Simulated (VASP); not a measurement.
# Hf (P6_3/mmc) in VASP: settings compared

Aim: see how the results for Hf move with the level of theory and the settings. Levels: PBEsol, PBE. Tasks: single point.

All numbers are computed with VASP 6.6.1; they aren't measurements. Logs are shortened: lines on timing, memory, paths and dates and some standing lists are left out, and cuts for length are marked.

### 1 The cell of the first run

The structure is hexagonal, space group P6_3/mmc (No. 194). The conventional cell has a = 3.197 Å, b = 3.197 Å, c = 5.058 Å, α = 90.00°, β = 90.00°, γ = 120.00°. Within 4.1 Å of Hf (site symmetry -6m2) lie 12 Hf at 3.13 to 3.20 Å.

### 2 Single point, PBEsol

File INCAR:

```
SYSTEM = Hf
PREC = Accurate ; ENCUT = 520
EDIFF = 1E-6 ; ISMEAR = -1
SIGMA = 0.05 ; LREAL = .FALSE.
LASPH = .TRUE. ; NELM = 60
ALGO = Normal ; ISIF = 2
LWAVE = .FALSE. ; LCHARG = .FALSE.
GGA = PS ; NBANDS = 17
```

File KPOINTS:

```
regular mesh
0
G
  13 13 7
  0 0 0
```

File POSCAR:

```
Hf
1.0
    3.1966985242      0.0000000000      0.0000000000
   -1.5983492621      2.7684221302      0.0000000000
    0.0000000000      0.0000000000      5.0578000000
Hf
2
Direct
    0.3333333333      0.6666666667      0.2500000000
    0.6666666667      0.3333333333      0.7500000000
```

Potentials or basis: VASP PAW PBE potentials, release 64 (Hf_pv).

Run with:

```sh
$ cat potpaw_PBE.64/Hf_pv/POTCAR > POTCAR
$ mpirun -np 1 vasp_std > vasp.out
```

OUTCAR:

```text
SYSTEM = Hf
   PREC = Accurate
   ENCUT = 520
   EDIFF = 1E-6
   ISMEAR = -1
   LREAL = .FALSE.
   LASPH = .TRUE.
   NELM = 60
   ISIF = 2
   GGA = PS

 ion  position               nearest neighbor table
   1  0.333  0.667  0.250-   2 3.13   2 3.13   2 3.13   2 3.13   2 3.13   2 3.13
   2  0.667  0.333  0.750-   1 3.13   1 3.13   1 3.13   1 3.13   1 3.13   1 3.13

  LATTYP: Found a hexagonal cell.
 ALAT       =     3.1966985242
 C/A-ratio  =     1.5821948681

  Lattice vectors:

 A1 = (   3.1966985242,   0.0000000000,   0.0000000000)
 A2 = (  -1.5983492621,   2.7684221302,   0.0000000000)
 A3 = (   0.0000000000,   0.0000000000,   5.0578000000)

Analysis of symmetry for initial positions (statically):
=====================================================================
 Subroutine PRICEL returns:
 Original cell was already a primitive cell.

 Routine SETGRP: Setting up the symmetry group for a
 hexagonal supercell.

 Subroutine GETGRP returns: Found 24 space group operations
 (whereof 12 operations were pure point group operations)
 out of a pool of 24 trial point group operations.

The static configuration has the point symmetry D_3d.
 The point group associated with its full space group is D_6h.

Analysis of symmetry for dynamics (positions and initial velocities):
=====================================================================
 Subroutine PRICEL returns:
 Original cell was already a primitive cell.

 Routine SETGRP: Setting up the symmetry group for a
 hexagonal supercell.

 Subroutine GETGRP returns: Found 24 space group operations
 (whereof 12 operations were pure point group operations)
 out of a pool of 24 trial point group operations.

The dynamic configuration has the point symmetry D_3d.
 The point group associated with its full space group is D_6h.

 Subroutine INISYM returns: Found 24 space group operations
 (whereof 12 operations are pure point group operations),
 and found     1 'primitive' translations

----------------------------------------------------------------------------------------

                                     Primitive cell

  volume of cell :      44.7606

  direct lattice vectors                    reciprocal lattice vectors
     3.196698524  0.000000000  0.000000000     0.312822743  0.180608295  0.000000000
    -1.598349262  2.768422130  0.000000000     0.000000000  0.361216589  0.000000000
     0.000000000  0.000000000  5.057800000     0.000000000  0.000000000  0.197714421

  length of vectors
     3.196698524  3.196698524  5.057800000     0.361216589  0.361216589  0.197714421

  position of ions in fractional coordinates (direct lattice)
     0.333333333  0.666666667  0.250000000
     0.666666667  0.333333333  0.750000000

  ion indices of the primitive-cell ions
   primitive index   ion index
                 1           1
                 2           2

----------------------------------------------------------------------------------------

 KPOINTS: regular mesh

Automatic generation of k-mesh.
 Grid dimensions read from file:
 generate k-points for:   13   13    7

 Generating k-lattice:

  Cartesian coordinates                     Fractional coordinates (reciprocal lattice)
     0.024063288  0.013892946  0.000000000     0.076923077  0.000000000  0.000000000
     0.000000000  0.027785891  0.000000000     0.000000000  0.076923077  0.000000000
     0.000000000  0.000000000  0.028244917     0.000000000  0.000000000  0.142857143

  Length of vectors
     0.027785891  0.027785891  0.028244917

  Shift w.r.t. Gamma in fractional coordinates (k-lattice)
     0.000000000  0.000000000  0.000000000

 Subroutine IBZKPT returns following result:
 ===========================================

 Found     84 irreducible k-points:

 Following reciprocal coordinates:
            Coordinates               Weight
  0.000000  0.000000  0.000000      1.000000
  0.076923 -0.000000  0.000000      6.000000
  0.153846  0.000000  0.000000      6.000000
  0.230769  0.000000  0.000000      6.000000
  0.307692  0.000000  0.000000      6.000000
  0.384615  0.000000  0.000000      6.000000
[... 16 lines left out ...]
  0.076923 -0.000000  0.142857     12.000000
  0.153846  0.000000  0.142857     12.000000
 [... further k-points ...]
   k-points           NKPTS =     84   k-points in BZ     NKDIM =     84   number of bands    NBANDS=     17
   number of dos      NEDOS =    301   number of ions     NIONS =      2
   total plane-waves  NPLWV =  23040
   dimension x,y,z NGX =    24 NGY =   24 NGZ =   40
   dimension x,y,z NGXF=    48 NGYF=   48 NGZF=   80
   ions per type =               2
   NGX,Y,Z   is equivalent  to a cutoff of  12.48, 12.48, 13.15 a.u.
   NGXF,Y,Z  is equivalent  to a cutoff of  24.96, 24.96, 26.30 a.u.
 SYSTEM =  Hf
   PREC   = accura    normal or accurate (medium, high low for compatibility)
   ISTART =      0    job   : 0-new  1-cont  2-samecut
   ICHARG =      2    charge: 1-file 2-atom 10-const
   ISPIN  =      1    spin polarized calculation?
   LNONCOLLINEAR =      F non collinear calculations
   LSORBIT =      F    spin-orbit coupling
   LASPH  =      T    aspherical Exc in radial PAW
   ENCUT  =  520.0 eV  38.22 Ry    6.18 a.u.   5.94  5.94  9.40*2*pi/ulx,y,z
   NELM   =     60;   NELMIN=  2; NELMDL= -5     # of ELM steps
   EDIFF  = 0.1E-05   stopping-criterion for ELM
   LREAL  =      F    real-space projection
   EDIFFG = 0.1E-04   stopping-criterion for IOM
   NSW    =      0    number of steps for IOM
   IBRION =     -1    ionic relax: 0-MD 1-quasi-New 2-CG
   NFREE  =      0    steps in history (QN), initial steepest desc. (CG)
   ISIF   =      2    stress and relaxation
   ISYM   =      2    0-nonsym 1-usesym 2-fastsym
   POTIM  = 0.5000    time-step for ionic-motion
   TEBEG  =    0.0;   TEEND  =   0.0 temperature during run
   PSTRESS=    0.0 pullay stress
   NELECT =      20.0000    total number of electrons
   NUPDOWN=      -1.0000    fix difference up-down
   EMIN   =  10.00;   EMAX   =-10.00  energy-range for DOS
   EFERMI =   0.00;   METHOD = LEGACY
   ISMEAR =    -1;   SIGMA  =   0.05  broadening in eV -4-tet -1-fermi 0-gaus
   EFERMI_NEDOS =   21; number of points for ismear=-14 and -15
   IALGO  =     38    algorithm
   IMIX   =      4    mixing-type and parameters
     AMIX     =   0.40;   BMIX     =  1.00
     AMIX_MAG =   1.60;   BMIX_MAG =  1.00
  volume/ion in A,a.u.               =      22.38       151.03
  Fermi-wavevector in a.u.,A,eV,Ry     =   1.251564  2.365112 21.312324  1.566412
  Thomas-Fermi vector in A             =   2.385505
   LORBIT       =      0    0 simple, 1 ext, 2 COOP (PROOUT), +10 PAW based schemes
   GGA     = PS    functional components
   LHFCALC =     F    Hartree Fock is set to
   AEXX    =    0.0000 exact exchange contribution
   IVDW    =     0    specifies the selected vdW correction
   LEPSILON=     F    determine dielectric tensor
   LRPA    =     F    only Hartree local field effects (RPA)
 non-spin polarized calculation
  energy-cutoff  :      520.00
  volume of cell :       44.76
 maximum number of plane-waves:      1221
 NGX is ok and might be reduce to    24
   NGX = 11   NGY = 11   NGZ = 19

 number of electron      20.0000004 magnetization

 Free energy of the ion-electron system (eV)
  ---------------------------------------------------
  ext. energy  EPLUGINS =         0.00000000
  ---------------------------------------------------
  free energy    TOTEN  =       -20.99003381 eV

  energy without entropy =      -20.97677162  energy(sigma->0) =      -20.98340271

 E-fermi :   4.7579     XC(G=0): -11.3895

 val. band max:        4.7571855696   @ k =   0.3077   0.2308   0.4286
 cond. band min:       4.7592958916   @ k =   0.0000   0.0000   0.4286
 fundamental gap:      0.0021103220
 Fermi energy:         4.7579280248

 k-point     1 :       0.0000    0.0000    0.0000
  band No.  band energies     occupation
      1     -26.2755      2.00000
      2     -25.5282      2.00000
      3     -25.5282      2.00000
      4     -25.4034      2.00000
      5     -25.3995      2.00000
      6     -25.3995      2.00000
[... 9 lines left out ...]
     16       7.3723      0.00000
     17      10.0799      0.00000

 k-point     2 :       0.0769   -0.0000    0.0000
  band No.  band energies     occupation
      1     -26.2601      2.00000
      2     -25.5610      2.00000
      3     -25.5392      2.00000
      4     -25.4342      2.00000
      5     -25.4105      2.00000
      6     -25.4039      2.00000
[... 9 lines left out ...]
     16       7.2024      0.00000
     17      10.2210      0.00000

 k-point     3 :       0.1538    0.0000    0.0000
  band No.  band energies     occupation
      1     -26.2156      2.00000
      2     -25.6520      2.00000
      3     -25.5690      2.00000
      4     -25.5283      2.00000
      5     -25.4318      2.00000
      6     -25.4168      2.00000
[... 9 lines left out ...]
     16       7.3720      0.00000
     17      10.5160      0.00000

 k-point     4 :       0.2308    0.0000    0.0000
  band No.  band energies     occupation
      1     -26.1474      2.00000
      2     -25.7805      2.00000
      3     -25.6558      2.00000
      4     -25.6092      2.00000
      5     -25.4674      2.00000
      6     -25.4364      2.00000
[... 9 lines left out ...]
     16       8.1156      0.00000
     17      10.8096      0.00000
[... 343 lines left out ...]
      1     -26.2351      2.00000
      2     -25.5219      2.00000
      3     -25.5219      2.00000
      4     -25.4497      2.00000
      5     -25.4059      2.00000
      6     -25.4059      2.00000
[... 9 lines left out ...]
     16       7.6754      0.00000
     17      10.1547      0.00000

 k-point    23 :       0.0769   -0.0000    0.1429
  band No.  band energies     occupation
      1     -26.2217      2.00000
      2     -25.5537      2.00000
      3     -25.5326      2.00000
      4     -25.4773      2.00000
      5     -25.4186      2.00000
      6     -25.4107      2.00000
[... 9 lines left out ...]
     16       7.5709      0.00000
     17      10.3093      0.00000

 k-point    24 :       0.1538    0.0000    0.1429
  band No.  band energies     occupation
      1     -26.1838      2.00000
      2     -25.6419      2.00000
      3     -25.5647      2.00000
      4     -25.5615      2.00000
      5     -25.4415      2.00000
      6     -25.4244      2.00000
[... 9 lines left out ...]
     16       7.5564      0.00000
     17      10.5031      0.00000

 [... further k-points ...]

------------------------ aborting loop because EDIFF is reached ----------------------------------------

  FORCE on cell =-STRESS in cart. coord.  units (eV):
  Direction    XX          YY          ZZ          XY          YZ          ZX
  --------------------------------------------------------------------------------------
  -------------------------------------------------------------------------------------
  Total       -1.1133166     -1.1133166     -1.2015036      0.0000000      0.0000000      0.0000000
  in kB      -39.8504842    -39.8504842    -43.0070854      0.0000000      0.0000000      0.0000000
  external PRESSURE =     -40.9026846 kB  Pullay stress =       0.0000000 kB

 VOLUME and BASIS-vectors are now :
 -----------------------------------------------------------------------------
  energy-cutoff  :      520.00
  volume of cell :       44.76
      direct lattice vectors                 reciprocal lattice vectors
     3.196698524  0.000000000  0.000000000     0.312822743  0.180608295  0.000000000
    -1.598349262  2.768422130  0.000000000     0.000000000  0.361216589  0.000000000
     0.000000000  0.000000000  5.057800000     0.000000000  0.000000000  0.197714421

 POSITION                                       TOTAL-FORCE (eV/Angst)
 -----------------------------------------------------------------------------------
     -0.00000      1.84561      1.26445         0.000000     -0.000000      0.000000
      1.59835      0.92281      3.79335        -0.000000      0.000000      0.000000
 -----------------------------------------------------------------------------------
    total drift:                               -0.000000      0.000000     -0.000000

  FREE ENERGIE OF THE ION-ELECTRON SYSTEM (eV)
  ---------------------------------------------------
  free  energy   TOTEN  =       -20.9900338055 eV

  energy  without entropy=      -20.9767716154  energy(sigma->0) =      -20.98340271
```

Wall time 40 s (1 thread of Intel Xeon 8259CL, shared host); peak memory 0.19 GiB.

What came out:

```
Free energy            : -20.9900 eV
Pressure               : -4.1 GPa
Band gap on the k mesh : zero (bands 10 and 11 overlap by 1.55 eV)
```

Caveat: the cell stands under tension; the PAW data sets were made with another functional, which shifts forces and pressure a little; spin-orbit coupling is left out, which moves the levels of the heavy elements.

### 3 Single point, PBE

File INCAR:

```
SYSTEM = Hf
PREC     = Accurate       ! precision mode
ENCUT    = 520            ! plane-wave cutoff, eV
EDIFF    = 1E-6           ! SCF threshold, eV
ISMEAR   = -1             ! smearing method
SIGMA    = 0.05           ! smearing width, eV
LREAL    = .False.        ! projectors in reciprocal space
LASPH    = .True.         ! aspherical terms in the spheres
NELM     = 80             ! most SCF steps
ALGO     = Normal         ! electronic algorithm
ISIF     = 2              ! what is computed and relaxed
LWAVE    = .False.        ! write WAVECAR
LCHARG   = .False.        ! write CHGCAR
GGA      = PE             ! functional
NBANDS   = 17             ! bands
```

File KPOINTS:

```
Automatic mesh
0
Gamma
  13 13 7
  0 0 0
```

POSCAR is that of step 2.

Potentials or basis: VASP PAW PBE potentials, release 64 (Hf_pv).

Run with:

```sh
$ cat potpaw_PBE.64/Hf_pv/POTCAR > POTCAR
$ mpirun -np 1 vasp_std > vasp.out
```

Run time: 45 s. Hardware: 1 thread of Intel Xeon 8259CL, shared host; peak memory 0.19 GiB.

It converged, with:

* Free energy: -19.8558 eV
* Pressure: 0.3 GPa
* Band gap on the k mesh: zero (bands 10 and 11 overlap by 1.58 eV)

Stress tensor (GPa, compression positive):
```
0.42 0.00 0.00
0.00 0.42 0.00
0.00 0.00 0.20
```

Levels at points of the mesh, in eV from the Fermi level:
| k point | band 8 | band 9 | band 10 | band 11 | band 12 | band 13 |
| --- | --- | --- | --- | --- | --- | --- |
| (0.00, 0.00, 0.00) | -3.71 | 0.64 | 1.18 | 1.18 | 1.46 | 2.00 |

Caveat: spin-orbit coupling is left out, which moves the levels of the heavy elements.

### 4 Single point, PBE, non-collinear spin, zero start, spin-orbit coupling

File INCAR:

```
SYSTEM = Hf
PREC = Accurate
ENCUT = 520
EDIFF = 1E-6
ISMEAR = -1
SIGMA = 0.05
LREAL = .False.
LASPH = .True.
NELM = 150
ALGO = Normal
ISIF = 2
LWAVE = .False.
LCHARG = .True.
LNONCOLLINEAR = .True.
MAGMOM = 0 0 0 0 0 0
LORBIT = 11
LSORBIT = .True.
GGA_COMPAT = .False.
LORBMOM = .True.
LMAXMIX = 4
GGA = PE
LVHAR = .True.
NBANDS = 32
```

KPOINTS is that of step 3.

POSCAR is that of step 3.

Run with:

```sh
$ cat potpaw_PBE.64/Hf_pv/POTCAR > POTCAR
$ mpirun -np 1 vasp_ncl > vasp.out
```

It took 3.7 min on 1 thread of Intel Xeon 8259CL, shared host; peak memory 0.35 GiB.

Results (log left out):

| Property | Result |
| --- | --- |
| Free energy | -21.2229 eV |
| Pressure | 0.0 GPa |
| Net moment | 0.00 μB per cell |
| Valence electrons inside the program's atomic spheres | Hf 8.38 |

Stress tensor (GPa, compression positive):
```
 0.07  0.00  0.00
 0.00  0.07  0.00
 0.00  0.00 -0.08
```

Moments on the atoms (μB; x, y, z):
```
Hf  0.00 0.00 0.00
Hf  0.00 0.00 0.00
```

### 5 Overview

```tsv
level	spin	gap on the mesh (eV)	pressure (GPa)
PBEsol	off	none	-4.1
PBE	off	none	0.3
PBE	non-collinear, zero start, SOC	-	0.0
```

Alike in all rows: task single point; potentials or basis VASP PAW PBE potentials, release 64 (Hf_pv); cell as given; k mesh 13 × 13 × 7; cutoff (eV) 520; smearing fermi-dirac 0.05 eV.

The pressure there spans -4.1 GPa (PBEsol) to 0.3 GPa (PBE); a positive pressure means that this level wants a larger cell, a negative one a smaller.

Caveats: spin-orbit coupling is left out, which moves the levels of the heavy elements (at least some runs); the cell stands under tension (at least some runs); the PAW data sets were made with another functional, which shifts forces and pressure a little (at least some runs).

Absolute energies hang on the potentials; compare differences alone.
